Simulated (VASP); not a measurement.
Here is a VASP 6.6.1 calculation.

File INCAR:

```
PREC = Accurate
ENCUT = 520
EDIFF = 1E-6
ISMEAR = 0
SIGMA = 0.15
LREAL = F
LASPH = T
NELM = 60
ALGO = Fast
ISIF = 2
LWAVE = F
LCHARG = T
GGA = PE
LELF = T
LVHAR = T
NBANDS = 18
```

File KPOINTS:

```
regular mesh
0
Gamma
  21 21 10
```

File POSCAR:

```
Cu
1.0
    2.5672412656      0.0000000000      0.0000000000
   -1.2836206328      2.2232961536      0.0000000000
    0.0000000000      0.0000000000      4.1920560930
Cu
2
Direct
    0.3162415932      0.6324831865      0.2149336753
    0.6837584068      0.3675168135      0.7850663247
```

Potentials or basis: VASP PAW PBE potentials, release 64 (Cu).

The run is started by

```sh
$ cat potpaw_PBE.64/Cu/POTCAR > POTCAR
$ mpirun -np 1 vasp_std > vasp.out
```

(1) What does it give for the largest force?

(2) What does it give for the pressure?

(3) What does it give for the band gap on the k mesh?

## Answers

(1) 2.446 eV/Å.

(2) 9.1 GPa.

(3) zero (bands 11 and 12 overlap by 5.71 eV).

Caveat: the cell differs from its parent crystal (atoms displaced along a vibrational mode); the cell stands under pressure; forces of over 1 eV/Å act on the atoms, so gaps and moduli don't describe the material at rest.
